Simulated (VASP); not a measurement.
# MgO (Fm-3m) in VASP: a series of runs

The runs below take MgO through single point, with PBE.

Program: VASP 6.6.1. These are calculated values, not measurements. Logs are shortened: lines on timing, memory, paths and dates and some standing lists are left out, and cuts for length are marked.

## (1) The cell of the first run

It takes space group Fm-3m (No. 225, cubic). The conventional cell has a = 4.063 Å, b = 4.063 Å, c = 4.063 Å, α = 90.00°, β = 90.00°, γ = 90.00°. Within 2.7 Å of Mg (site symmetry m-3m) lie 6 O at 2.03 Å. Within 2.7 Å of O (site symmetry m-3m) lie 6 Mg at 2.03 Å.

## (2) Single point, PBE

Input file INCAR:

```
PREC = Accurate ; ENCUT = 600
EDIFF = 1E-6 ; ISMEAR = 0
SIGMA = 0.01 ; LREAL = False
LASPH = True ; NELM = 120
ALGO = Normal ; ISIF = 2
LWAVE = False ; LCHARG = False
GGA = PE ; NBANDS = 11
GGA_COMPAT = False
```

Input file KPOINTS:

```
Automatic mesh
0
Gamma
  4 4 4
```

Input file POSCAR:

```
MgO
1.0
    0.0000000000      2.0313250000      2.0313250000
    2.0313250000      0.0000000000      2.0313250000
    2.0313250000      2.0313250000      0.0000000000
Mg O
1 1
Direct
    0.0000000000      0.0000000000      0.0000000000
    0.5000000000      0.5000000000      0.5000000000
```

Potentials or basis: VASP PAW PBE potentials, release 64 (Mg, O).

The run is started by

```console
> cat potpaw_PBE.64/Mg/POTCAR potpaw_PBE.64/O/POTCAR > POTCAR
> mpirun -np 1 vasp_std > vasp.out
```

OUTCAR:

```text
PREC = Accurate
   ENCUT = 600
   EDIFF = 1E-6
   ISMEAR = 0
   LREAL = False
   LASPH = True
   NELM = 120
   ISIF = 2
   GGA = PE

 ion  position               nearest neighbor table
   1  0.000  0.000  0.000-   2 2.03   2 2.03   2 2.03   2 2.03   2 2.03   2 2.03
   2  0.500  0.500  0.500-   1 2.03   1 2.03   1 2.03   1 2.03   1 2.03   1 2.03

  LATTYP: Found a face centered cubic cell.
 ALAT       =     4.0626500000

  Lattice vectors:

 A1 = (   0.0000000000,   2.0313250000,   2.0313250000)
 A2 = (   2.0313250000,   0.0000000000,   2.0313250000)
 A3 = (   2.0313250000,   2.0313250000,   0.0000000000)

Analysis of symmetry for initial positions (statically):
=====================================================================
 Subroutine PRICEL returns:
 Original cell was already a primitive cell.

 Routine SETGRP: Setting up the symmetry group for a
 face centered cubic supercell.

 Subroutine GETGRP returns: Found 48 space group operations
 (whereof 48 operations were pure point group operations)
 out of a pool of 48 trial point group operations.

The static configuration has the point symmetry O_h .

Analysis of symmetry for dynamics (positions and initial velocities):
=====================================================================
 Subroutine PRICEL returns:
 Original cell was already a primitive cell.

 Routine SETGRP: Setting up the symmetry group for a
 face centered cubic supercell.

 Subroutine GETGRP returns: Found 48 space group operations
 (whereof 48 operations were pure point group operations)
 out of a pool of 48 trial point group operations.

The dynamic configuration has the point symmetry O_h .

 Subroutine INISYM returns: Found 48 space group operations
 (whereof 48 operations are pure point group operations),
 and found     1 'primitive' translations

----------------------------------------------------------------------------------------

                                     Primitive cell

  volume of cell :      16.7636

  direct lattice vectors                    reciprocal lattice vectors
     0.000000000  2.031325000  2.031325000    -0.246144758  0.246144758  0.246144758
     2.031325000  0.000000000  2.031325000     0.246144758 -0.246144758  0.246144758
     2.031325000  2.031325000  0.000000000     0.246144758  0.246144758 -0.246144758

  length of vectors
     2.872727365  2.872727365  2.872727365     0.426335226  0.426335226  0.426335226

  position of ions in fractional coordinates (direct lattice)
     0.000000000  0.000000000  0.000000000
     0.500000000  0.500000000  0.500000000

  ion indices of the primitive-cell ions
   primitive index   ion index
                 1           1
                 2           2

----------------------------------------------------------------------------------------

 KPOINTS: Automatic mesh

Automatic generation of k-mesh.
 Grid dimensions read from file:
 generate k-points for:    4    4    4

 Generating k-lattice:

  Cartesian coordinates                     Fractional coordinates (reciprocal lattice)
    -0.061536189  0.061536189  0.061536189     0.250000000  0.000000000  0.000000000
     0.061536189 -0.061536189  0.061536189     0.000000000  0.250000000  0.000000000
     0.061536189  0.061536189 -0.061536189     0.000000000  0.000000000  0.250000000

  Length of vectors
     0.106583807  0.106583807  0.106583807

  Shift w.r.t. Gamma in fractional coordinates (k-lattice)
     0.000000000  0.000000000  0.000000000

 Subroutine IBZKPT returns following result:
 ===========================================

 Found      8 irreducible k-points:

 Following reciprocal coordinates:
            Coordinates               Weight
  0.000000  0.000000  0.000000      1.000000
  0.250000  0.000000  0.000000      8.000000
  0.500000  0.000000  0.000000      4.000000
  0.250000  0.250000  0.000000      6.000000
  0.500000  0.250000  0.000000     24.000000
 -0.250000  0.250000  0.000000     12.000000
  0.500000  0.500000  0.000000      3.000000
 -0.250000  0.500000  0.250000      6.000000
   k-points           NKPTS =      8   k-points in BZ     NKDIM =      8   number of bands    NBANDS=     11
   number of dos      NEDOS =    301   number of ions     NIONS =      2
   total plane-waves  NPLWV =  13824
   dimension x,y,z NGX =    24 NGY =   24 NGZ =   24
   dimension x,y,z NGXF=    48 NGYF=   48 NGZF=   48
   ions per type =               1   1
   NGX,Y,Z   is equivalent  to a cutoff of  13.89, 13.89, 13.89 a.u.
   NGXF,Y,Z  is equivalent  to a cutoff of  27.78, 27.78, 27.78 a.u.
 SYSTEM =  unknown system
   PREC   = accura    normal or accurate (medium, high low for compatibility)
   ISTART =      0    job   : 0-new  1-cont  2-samecut
   ICHARG =      2    charge: 1-file 2-atom 10-const
   ISPIN  =      1    spin polarized calculation?
   LNONCOLLINEAR =      F non collinear calculations
   LSORBIT =      F    spin-orbit coupling
   LASPH  =      T    aspherical Exc in radial PAW
   ENCUT  =  600.0 eV  44.10 Ry    6.64 a.u.   5.74  5.74  5.74*2*pi/ulx,y,z
   NELM   =    120;   NELMIN=  2; NELMDL= -5     # of ELM steps
   EDIFF  = 0.1E-05   stopping-criterion for ELM
   LREAL  =      F    real-space projection
   EDIFFG = 0.1E-04   stopping-criterion for IOM
   NSW    =      0    number of steps for IOM
   IBRION =     -1    ionic relax: 0-MD 1-quasi-New 2-CG
   NFREE  =      0    steps in history (QN), initial steepest desc. (CG)
   ISIF   =      2    stress and relaxation
   ISYM   =      2    0-nonsym 1-usesym 2-fastsym
   POTIM  = 0.5000    time-step for ionic-motion
   TEBEG  =    0.0;   TEEND  =   0.0 temperature during run
   PSTRESS=    0.0 pullay stress
   NELECT =       8.0000    total number of electrons
   NUPDOWN=      -1.0000    fix difference up-down
   EMIN   =  10.00;   EMAX   =-10.00  energy-range for DOS
   EFERMI =   0.00;   METHOD = LEGACY
   ISMEAR =     0;   SIGMA  =   0.01  broadening in eV -4-tet -1-fermi 0-gaus
   EFERMI_NEDOS =   21; number of points for ismear=-14 and -15
   IALGO  =     38    algorithm
   IMIX   =      4    mixing-type and parameters
     AMIX     =   0.40;   BMIX     =  1.00
     AMIX_MAG =   1.60;   BMIX_MAG =  1.00
  volume/ion in A,a.u.               =       8.38        56.56
  Fermi-wavevector in a.u.,A,eV,Ry     =   1.279329  2.417580 22.268403  1.636681
  Thomas-Fermi vector in A             =   2.411820
   LORBIT       =      0    0 simple, 1 ext, 2 COOP (PROOUT), +10 PAW based schemes
   GGA     = PE    functional components
   LHFCALC =     F    Hartree Fock is set to
   AEXX    =    0.0000 exact exchange contribution
   IVDW    =     0    specifies the selected vdW correction
   LEPSILON=     F    determine dielectric tensor
   LRPA    =     F    only Hartree local field effects (RPA)
 non-spin polarized calculation
 Gauss-broadening in eV      SIGMA  =   0.01
  energy-cutoff  :      600.00
  volume of cell :       16.76
 maximum number of plane-waves:       568
 NGX is ok and might be reduce to    24
   NGX = 11   NGY = 11   NGZ = 11

 number of electron       7.9999998 magnetization

 Free energy of the ion-electron system (eV)
  ---------------------------------------------------
  ext. energy  EPLUGINS =         0.00000000
  ---------------------------------------------------
  free energy    TOTEN  =       -11.72200401 eV

  energy without entropy =      -11.72200401  energy(sigma->0) =      -11.72200401

 E-fermi :   4.1355     XC(G=0): -11.6005

 val. band max:        4.0636209371   @ k =   0.0000   0.0000   0.0000
 cond. band min:       9.9128547085   @ k =   0.0000   0.0000   0.0000
 fundamental gap:      5.8492337714
 Fermi energy:         4.1354971692

 k-point     1 :       0.0000    0.0000    0.0000
  band No.  band energies     occupation
      1     -13.7953      2.00000
      2       4.0636      2.00000
      3       4.0636      2.00000
      4       4.0636      2.00000
      5       9.9129      0.00000
      6      20.4619      0.00000
      7      20.4619      0.00000
      8      20.4619      0.00000
      9      24.6760      0.00000
     10      26.5802      0.00000
     11      26.5802      0.00000

 k-point     2 :       0.2500    0.0000    0.0000
  band No.  band energies     occupation
      1     -13.0844      2.00000
      2       1.1875      2.00000
      3       3.6518      2.00000
      4       3.6518      2.00000
      5      12.1892      0.00000
      6      17.3367      0.00000
      7      21.6038      0.00000
      8      21.6038      0.00000
      9      25.4139      0.00000
     10      25.4139      0.00000
     11      27.9027      0.00000

 k-point     3 :       0.5000    0.0000    0.0000
  band No.  band energies     occupation
      1     -12.2150      2.00000
      2      -1.0584      2.00000
      3       3.2769      2.00000
      4       3.2769      2.00000
      5      12.6632      0.00000
      6      17.9316      0.00000
      7      21.5094      0.00000
      8      21.5094      0.00000
      9      26.6572      0.00000
     10      27.9614      0.00000
     11      27.9614      0.00000

 k-point     4 :       0.2500    0.2500    0.0000
  band No.  band energies     occupation
      1     -12.8907      2.00000
      2       1.2047      2.00000
      3       3.2309      2.00000
      4       3.2309      2.00000
      5      13.3049      0.00000
      6      15.4781      0.00000
      7      20.8221      0.00000
      8      22.7008      0.00000
      9      22.7008      0.00000
     10      28.6009      0.00000
     11      33.4013      0.00000

 k-point     5 :       0.5000    0.2500    0.0000
  band No.  band energies     occupation
      1     -12.0820      2.00000
      2      -0.1711      2.00000
      3       1.8961      2.00000
      4       2.8981      2.00000
      5      14.4617      0.00000
      6      16.6309      0.00000
      7      18.5322      0.00000
      8      23.1114      0.00000
      9      24.3221      0.00000
     10      29.9957      0.00000
     11      32.7276      0.00000

 k-point     6 :      -0.2500    0.2500    0.0000
  band No.  band energies     occupation
      1     -12.3169      2.00000
      2       0.2147      2.00000
      3       1.8020      2.00000
      4       3.2824      2.00000
      5      14.5742      0.00000
      6      16.5429      0.00000
      7      19.4167      0.00000
      8      22.9746      0.00000
      9      24.9600      0.00000
     10      26.4404      0.00000
     11      31.8231      0.00000

 k-point     7 :       0.5000    0.5000    0.0000
  band No.  band energies     occupation
      1     -11.9199      2.00000
      2      -0.4877      2.00000
      3       2.5564      2.00000
      4       2.5564      2.00000
      5      13.2794      0.00000
      6      15.2582      0.00000
      7      18.3587      0.00000
      8      24.7498      0.00000
      9      24.7498      0.00000
     10      31.5518      0.00000
     11      32.3443      0.00000

 k-point     8 :      -0.2500    0.5000    0.2500
  band No.  band energies     occupation
      1     -11.8463      2.00000
      2       0.7465      2.00000
      3       0.7465      2.00000
      4       2.0814      2.00000
      5      16.4513      0.00000
      6      16.4513      0.00000
      7      17.5986      0.00000
      8      21.0718      0.00000
      9      27.5435      0.00000
     10      27.5435      0.00000
     11      32.2628      0.00000

------------------------ aborting loop because EDIFF is reached ----------------------------------------

  FORCE on cell =-STRESS in cart. coord.  units (eV):
  Direction    XX          YY          ZZ          XY          YZ          ZX
  --------------------------------------------------------------------------------------
  -------------------------------------------------------------------------------------
  Total        2.7629474      2.7629474      2.7629474      0.0000000      0.0000000     -0.0000000
  in kB      264.0675056    264.0675056    264.0675056      0.0000000      0.0000000     -0.0000000
  external PRESSURE =     264.0675056 kB  Pullay stress =       0.0000000 kB

 VOLUME and BASIS-vectors are now :
 -----------------------------------------------------------------------------
  energy-cutoff  :      600.00
  volume of cell :       16.76
      direct lattice vectors                 reciprocal lattice vectors
     0.000000000  2.031325000  2.031325000    -0.246144758  0.246144758  0.246144758
     2.031325000  0.000000000  2.031325000     0.246144758 -0.246144758  0.246144758
     2.031325000  2.031325000  0.000000000     0.246144758  0.246144758 -0.246144758

 POSITION                                       TOTAL-FORCE (eV/Angst)
 -----------------------------------------------------------------------------------
      0.00000      0.00000      0.00000         0.000000      0.000000     -0.000000
      2.03132      2.03132      2.03132        -0.000000     -0.000000      0.000000
 -----------------------------------------------------------------------------------
    total drift:                               -0.000000     -0.000000      0.000000

  FREE ENERGIE OF THE ION-ELECTRON SYSTEM (eV)
  ---------------------------------------------------
  free  energy   TOTEN  =       -11.7220040117 eV

  energy  without entropy=      -11.7220040117  energy(sigma->0) =      -11.72200401
```

Wall time 3.2 s (1 thread of Intel Xeon Platinum 8488C (Sapphire Rapids), shared host); peak memory 0.13 GiB.

Results:

| Property | Result |
| --- | --- |
| Free energy | -11.7220 eV |
| Pressure | 26.4 GPa |
| Band gap on the k mesh | 5.85 eV, direct |

Caveat: the k points lie up to 0.67 Å⁻¹ apart.

## (3) Single point, PBE

Input file INCAR:

```
SYSTEM = MgO
PREC = Accurate
ENCUT = 600
EDIFF = 1E-6
ISMEAR = 0
SIGMA = 0.01
LREAL = .FALSE.
LASPH = .TRUE.
NELM = 120
ALGO = Normal
ISIF = 2
LWAVE = .FALSE.
LCHARG = .TRUE.
GGA = PE
LELF = .TRUE.
LVHAR = .TRUE.
NBANDS = 11
GGA_COMPAT = .FALSE.
```

Input file KPOINTS:

```
Automatic mesh
0
G
  4 4 4
  0 0 0
```

POSCAR is that of step 2.

Potentials or basis: VASP PAW PBE potentials, release 64 (Mg, O).

The run is started by

```console
> cat potpaw_PBE.64/Mg/POTCAR potpaw_PBE.64/O/POTCAR > POTCAR
> mpirun -np 1 vasp_std > vasp.out
```

OUTCAR:

```text
SYSTEM = MgO
   PREC = Accurate
   ENCUT = 600
   EDIFF = 1E-6
   ISMEAR = 0
   LREAL = .FALSE.
   LASPH = .TRUE.
   NELM = 120
   ISIF = 2
   GGA = PE

 ion  position               nearest neighbor table
   1  0.000  0.000  0.000-   2 2.03   2 2.03   2 2.03   2 2.03   2 2.03   2 2.03
   2  0.500  0.500  0.500-   1 2.03   1 2.03   1 2.03   1 2.03   1 2.03   1 2.03

  LATTYP: Found a face centered cubic cell.
 ALAT       =     4.0626500000

  Lattice vectors:

 A1 = (   0.0000000000,   2.0313250000,   2.0313250000)
 A2 = (   2.0313250000,   0.0000000000,   2.0313250000)
 A3 = (   2.0313250000,   2.0313250000,   0.0000000000)

Analysis of symmetry for initial positions (statically):
=====================================================================
 Subroutine PRICEL returns:
 Original cell was already a primitive cell.

 Routine SETGRP: Setting up the symmetry group for a
 face centered cubic supercell.

 Subroutine GETGRP returns: Found 48 space group operations
 (whereof 48 operations were pure point group operations)
 out of a pool of 48 trial point group operations.

The static configuration has the point symmetry O_h .

Analysis of symmetry for dynamics (positions and initial velocities):
[... 156 lines left out ...]
      5       9.9129      0.00000
      6      20.4619      0.00000
      7      20.4619      0.00000
      8      20.4619      0.00000
      9      24.6760      0.00000
     10      26.5802      0.00000
     11      26.5802      0.00000
[... 85 lines left out ...]
 k-point     8 :      -0.2500    0.5000    0.2500
  band No.  band energies     occupation
      1     -11.8463      2.00000
      2       0.7465      2.00000
      3       0.7465      2.00000
      4       2.0814      2.00000
      5      16.4513      0.00000
      6      16.4513      0.00000
      7      17.5986      0.00000
      8      21.0718      0.00000
      9      27.5435      0.00000
     10      27.5435      0.00000
     11      32.2628      0.00000

------------------------ aborting loop because EDIFF is reached ----------------------------------------

  FORCE on cell =-STRESS in cart. coord.  units (eV):
  Direction    XX          YY          ZZ          XY          YZ          ZX
  --------------------------------------------------------------------------------------
  -------------------------------------------------------------------------------------
  Total        2.7629474      2.7629474      2.7629474      0.0000000      0.0000000     -0.0000000
  in kB      264.0675056    264.0675056    264.0675056      0.0000000      0.0000000     -0.0000000
  external PRESSURE =     264.0675056 kB  Pullay stress =       0.0000000 kB

 VOLUME and BASIS-vectors are now :
 -----------------------------------------------------------------------------
  energy-cutoff  :      600.00
  volume of cell :       16.76
      direct lattice vectors                 reciprocal lattice vectors
     0.000000000  2.031325000  2.031325000    -0.246144758  0.246144758  0.246144758
     2.031325000  0.000000000  2.031325000     0.246144758 -0.246144758  0.246144758
     2.031325000  2.031325000  0.000000000     0.246144758  0.246144758 -0.246144758

 POSITION                                       TOTAL-FORCE (eV/Angst)
 -----------------------------------------------------------------------------------
      0.00000      0.00000      0.00000         0.000000      0.000000     -0.000000
      2.03132      2.03132      2.03132        -0.000000     -0.000000      0.000000
 -----------------------------------------------------------------------------------
    total drift:                               -0.000000     -0.000000      0.000000

  FREE ENERGIE OF THE ION-ELECTRON SYSTEM (eV)
  ---------------------------------------------------
  free  energy   TOTEN  =       -11.7220040117 eV

  energy  without entropy=      -11.7220040117  energy(sigma->0) =      -11.72200401
```

OSZICAR:

```text
N       E                     dE             d eps       ncg     rms          rms(c)
DAV:   1     0.175870971794E+02    0.17587E+02   -0.50460E+03   208   0.737E+02
DAV:   2    -0.126548329366E+02   -0.30242E+02   -0.29848E+02   211   0.148E+02
DAV:   3    -0.133307294354E+02   -0.67590E+00   -0.67558E+00   218   0.189E+01
DAV:   4    -0.133320739828E+02   -0.13445E-02   -0.13445E-02   185   0.100E+00
DAV:   5    -0.133320781889E+02   -0.42061E-05   -0.42060E-05   212   0.548E-02    0.738E+00
DAV:   6    -0.117372653610E+02    0.15948E+01   -0.81165E+00   191   0.164E+01    0.208E+00
DAV:   7    -0.117267587864E+02    0.10507E-01   -0.52054E-02   179   0.202E+00    0.134E+00
DAV:   8    -0.117222570434E+02    0.45017E-02   -0.21485E-02   185   0.169E+00    0.195E-01
DAV:   9    -0.117219704765E+02    0.28657E-03   -0.57038E-04   197   0.160E-01    0.104E-01
DAV:  10    -0.117220037895E+02   -0.33313E-04   -0.43372E-04   191   0.153E-01    0.148E-02
DAV:  11    -0.117220040117E+02   -0.22226E-06   -0.70957E-06   197   0.204E-02
   1 F= -.11722004E+02 E0= -.11722004E+02  d E =-.967954E-26
```

stdout:

```text
POSCAR found type information on POSCAR MgO
 POSCAR found :  2 types and       2 ions
 scaLAPACK will be used
 LDA part: xc-table for (Slater+PW92), standard interpolation
 POSCAR, INCAR and KPOINTS ok, starting setup
 FFT: planning ... GRIDC
 FFT: planning ... GRID_SOFT
 FFT: planning ... GRID
 WAVECAR not read
 entering main loop
```

Wall time 3.2 s (1 thread of Intel Xeon Platinum 8488C (Sapphire Rapids), shared host); peak memory 0.13 GiB.

Results:

```yaml
Free_energy: -11.7220 eV
Pressure: 26.4 GPa
Band_gap_on_the_k_mesh: 5.85 eV, direct
```

Levels at points of the mesh, in eV from the valence-band top:
```
           k point  band 2  band 3  band 4  band 5  band 6  band 7
(0.00, 0.00, 0.00)    0.00    0.00    0.00    5.85   16.40   16.40
(0.50, 0.00, 0.00)   -5.12   -0.79   -0.79    8.60   13.87   17.45
(0.50, 0.50, 0.00)   -4.55   -1.51   -1.51    9.22   11.19   14.30
```

Caveat: the k points lie up to 0.67 Å⁻¹ apart.

[end of part 1 of 2]
